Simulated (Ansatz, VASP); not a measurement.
**MnAs: VASP beside Ansatz**

File INCAR:

```
SYSTEM = MnAs
PREC     = Accurate       ! precision mode
ENCUT    = 520            ! plane-wave cutoff, eV
EDIFF    = 1E-6           ! SCF threshold, eV
ISMEAR   = 0              ! smearing method
SIGMA    = 0.05           ! smearing width, eV
LREAL    = .FALSE.        ! projectors in reciprocal space
LASPH    = .TRUE.         ! aspherical terms in the spheres
NELM     = 150            ! most SCF steps
ALGO     = Normal         ! electronic algorithm
ISIF     = 2              ! what is computed and relaxed
LWAVE    = .FALSE.        ! write WAVECAR
LCHARG   = .TRUE.         ! write CHGCAR
ISPIN    = 2              ! spin polarisation
MAGMOM   = 3.5 0          ! initial moments
LORBIT   = 11             ! projections on sites
LMAXMIX  = 4              ! l up to which the mixer works
LDAU     = .TRUE.         ! DFT+U
LDAUTYPE = 2            
LDAUL    = 2 -1           ! shell
LDAUU    = 6 0            ! U, eV
LDAUJ    = 0 0          
LDAUPRINT= 1            
GGA      = PE             ! functional
LELF     = .TRUE.         ! ELF
LVHAR    = .TRUE.       
NBANDS   = 20             ! bands
```

The input KPOINTS:

```
regular mesh
0
G
  12 12 12
  0 0 0
```

Contents of POSCAR:

```
MnAs
1.0
    0.0000000000      2.8299541856      2.8299541856
    2.8299541856      0.0000000000      2.8299541856
    2.8299541856      2.8299541856      0.0000000000
Mn As
1 1
Direct
    0.0000000000      0.0000000000      0.0000000000
    0.2500000000      0.2500000000      0.2500000000
```

Input for Ansatz:

```yaml
crystal:
  lattice:
    - [0.0, 2.8299541856, 2.8299541856]
    - [2.8299541856, 0.0, 2.8299541856]
    - [2.8299541856, 2.8299541856, 0.0]
  atoms:
    - { symbol: Mn, position: [0.0, 0.0, 0.0], spin: 3.5 }
    - { symbol: As, position: [0.25, 0.25, 0.25] }
basis:
  ecutwfc: 420
  ecutrho_ratio: 4
kpoints:
  mp_grid: { grid: [12, 12, 12] }
hamiltonian:
  xc: pbe
  hubbard: { sites: [{ species: Mn, l: d, u_eff: 6.0 }], double_counting: fll }
scf:
  occupations: { method: gaussian, width: 0.05 }
output:
  forces: true
  stress: true
magnetization:
  spin_polarized: true
accuracy: high
```

Alike in both runs: task single point; functional PBE; k mesh 12 × 12 × 12; occupations gaussian, width 0.05 eV; collinear spin; Hubbard terms Mn d U = 6.0 eV.

|  | VASP | Ansatz |
| --- | --- | --- |
| version | VASP 6.6.1 | Ansatz 0.2.0 |
| potentials or method | VASP PAW PBE potentials, release 64 (Mn_pv, As), cutoff 520 eV | scalar-relativistic, plane waves, PAW |
| valence electrons in the cell | 18 | 30 |

Ansatz gave:

```
pressure (GPa)                                                : 10.5
net moment per atom (μB)                                      : 2.00
size of the moment on the site where the two differ most (μB) : 4.19
```

Q: What did VASP give for the same quantities?

A: Pressure (GPa): 10.3; net moment per atom (μB): 2.00; size of the moment on the site where the two differ most (μB): 4.39.

Site moments also hang on the region over which each program counts them. The programs project onto different local orbitals, so the same U acts differently, and such runs can settle in different states. VASP's potentials hold 18 valence electrons a cell and Ansatz's 30, so a difference there can come from the potentials and not from the codes. Ansatz's warnings: filled band counts differ across k points.
